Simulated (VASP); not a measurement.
A run of VASP 6.6.1 is set up as follows.

Contents of INCAR:

```
PREC = Accurate ; ENCUT = 520
EDIFF = 1E-7 ; ISMEAR = -1
SIGMA = 0.03 ; LREAL = F
LASPH = T ; NELM = 100
ALGO = Normal ; ISIF = 2
LWAVE = F ; LCHARG = F
GGA = PE ; NBANDS = 28
```

File KPOINTS:

```
regular mesh
0
Gamma
  7 7 7
```

The input POSCAR:

```
BaTiO3
1.0
    3.9998000000      0.0000000000      0.0000000000
    0.0000000000      3.9998000000      0.0000000000
    0.0000000000      0.0000000000      4.0581800000
Ba Ti O
1 1 3
Direct
    0.0000000000      0.0000000000      0.0000000000
    0.5000000000      0.5000000000      0.5000000000
    0.5000000000      0.5000000000      0.0000000000
    0.5000000000      0.0000000000      0.5000000000
    0.0000000000      0.5000000000      0.5000000000
```

Potentials or basis: VASP PAW PBE potentials, release 64 (Ba_sv, Ti_sv, O).

The run is started by

```console
$ cat potpaw_PBE.64/Ba_sv/POTCAR potpaw_PBE.64/Ti_sv/POTCAR potpaw_PBE.64/O/POTCAR > POTCAR
$ mpirun -np 1 vasp_std > vasp.out
```

Q: What does it give for the pressure?

A: 1.8 GPa.

Q: Predict the band gap on the k mesh.

A: 1.77 eV (least direct gap 1.86 eV).

Stress tensor (GPa, compression positive):
```
2.66 0.00 0.00
0.00 2.66 0.00
0.00 0.00 0.02
```

Caveat: the cell differs from its parent crystal (zz strain of +1 %); spin-orbit coupling is left out, which moves the levels of the heavy elements; an odd mesh through Γ misses points on the zone boundary, where band edges can lie.
